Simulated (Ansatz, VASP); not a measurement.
**Two plane-wave programs on SnO2**

The input INCAR:

```
SYSTEM = SnO2
PREC = Accurate
ENCUT = 520
EDIFF = 1E-6
ISMEAR = 0
SIGMA = 0.05
LREAL = .False.
LASPH = .True.
NELM = 80
ALGO = Normal
ISIF = 2
LWAVE = .False.
LCHARG = .False.
GGA = PS
NBANDS = 20
```

The input KPOINTS:

```
regular mesh
0
Gamma
  12 12 12
  0 0 0
```

Contents of POSCAR:

```
SnO2
1.0
    1.6195307937      0.9350365397      4.4491903378
   -1.6195307937      0.9350365397      4.4491903378
    0.0000000000     -1.8700730794      4.4491903378
Sn O
1 2
Direct
    0.5000000000      0.5000000000      0.5000000000
    0.2541351940      0.2541351940      0.2541351940
    0.7458648060      0.7458648060      0.7458648060
```

Input for Ansatz:

```yaml
crystal:
  lattice:
    - [1.6195307937, 0.9350365397, 4.4491903378]
    - [-1.6195307937, 0.9350365397, 4.4491903378]
    - [0.0, -1.8700730794, 4.4491903378]
  atoms:
    - { symbol: Sn, position: [0.5, 0.5, 0.5] }
    - { symbol: O, position: [0.254135194, 0.254135194, 0.254135194] }
    - { symbol: O, position: [0.745864806, 0.745864806, 0.745864806] }
basis:
  ecutwfc: 520.0
kpoints:
  mp_grid: { grid: [12, 12, 12] }
hamiltonian:
  xc: pbesol
  pseudopotentials: { kind: paw, azcp: { folder: soft_1 } }
scf:
  occupations: { method: gaussian, width: 0.05 }
output:
  forces: true
  stress: true
  eigenvalues: true
```

Alike in both runs: task single point; functional PBEsol; k mesh 12 × 12 × 12; occupations gaussian, width 0.05 eV; no spin polarisation.

```csv
,VASP,Ansatz
version,VASP 6.6.1,Ansatz 0.2.0
potentials or method,"VASP PAW PBE potentials, release 64 (Sn_d, O), cutoff 520 eV","scalar-relativistic, plane waves, PAW"
valence electrons in the cell,26,26
```

|  | VASP | Ansatz | Ansatz less VASP |
| --- | --- | --- | --- |
| gap on the k mesh at the Fermi level (eV) | 0.98 | 1.01 | +0.027 |
| least direct gap on the mesh (eV) | 0.98 | 1.01 | +0.027 |
| pressure (GPa) | -14.4 | -14.9 | -0.51 |
| traceless stress, the component that is largest in VASP (GPa) | -4.49 | -4.24 | +0.251 |
| rms of the force components (eV/Å) | 1.105 | 1.131 | +0.0260 |

VASP's potentials were made for PBE, not for PBEsol, and Ansatz warns of the same on its side. Atom by atom the forces differ by 0.026 eV/Å (rms over components).
